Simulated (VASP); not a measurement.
Here is a VASP 6.6.1 calculation.

POSCAR

```
GaN
1.0
    0.0372019861      2.1035469157      2.1035469157
    2.1035469157      0.0372019861      2.1035469157
    2.1035469157      2.1035469157      0.0372019861
Ga N
1 1
Direct
    0.0000000000      0.0000000000      0.0000000000
    0.5000000000      0.5000000000      0.5000000000
```

INCAR.step1

```
SYSTEM = GaN
ALGO = Normal
EDIFF = 1E-4
ENCUT = 520
GGA = PE
GGA_COMPAT = .FALSE.
ISMEAR = -1
LASPH = .TRUE.
LCHARG = .FALSE.
LREAL = .FALSE.
LSORBIT = .TRUE.
LWAVE = .TRUE.
MAGMOM = 0 0 0 0 0 0
NBANDS = 30
NELM = 150
PREC = Accurate
SIGMA = 0.02
```

The input INCAR.step2:

```
SYSTEM = GaN
ALGO = Normal
EDIFF = 1E-6
ENCUT = 520
GGA_COMPAT = .FALSE.
ISIF = 2
ISMEAR = -1
ISTART = 1
LASPH = .TRUE.
LCHARG = .FALSE.
LMIXTAU = .TRUE.
LORBIT = 11
LORBMOM = .TRUE.
LREAL = .FALSE.
LSORBIT = .TRUE.
LWAVE = .FALSE.
MAGMOM = 0 0 0 0 0 0
METAGGA = R2SCAN
NBANDS = 30
NELM = 150
PREC = Accurate
SIGMA = 0.02
```

File KPOINTS:

```
k-points
0
G
  10 10 10
  0 0 0
```

Potentials or basis: VASP PAW PBE potentials, release 64 (Ga_d, N).

The run is started by

```console
$ cat potpaw_PBE.64/Ga_d/POTCAR potpaw_PBE.64/N/POTCAR > POTCAR
$ cp INCAR.step1 INCAR
$ mpirun -np 1 vasp_ncl > vasp.out
$ cp INCAR.step2 INCAR
$ mpirun -np 1 vasp_ncl > vasp.out
```

**Question.** What does it give for the net moment?

**Answer.** 0.00 μB per cell.

**Question.** Predict the pressure.

**Answer.** 10.5 GPa.

Moments on the atoms (μB; x, y, z):
```
Ga  0.00 0.00 0.00
N   0.00 0.00 0.00
```

Caveat: the cell differs from its parent crystal (epitaxial 111 strain -2.0%); the cell stands under pressure; the structure was generated, so it needn't be the stable form of GaN; the PAW data sets were made with another functional, which shifts forces and pressure a little.
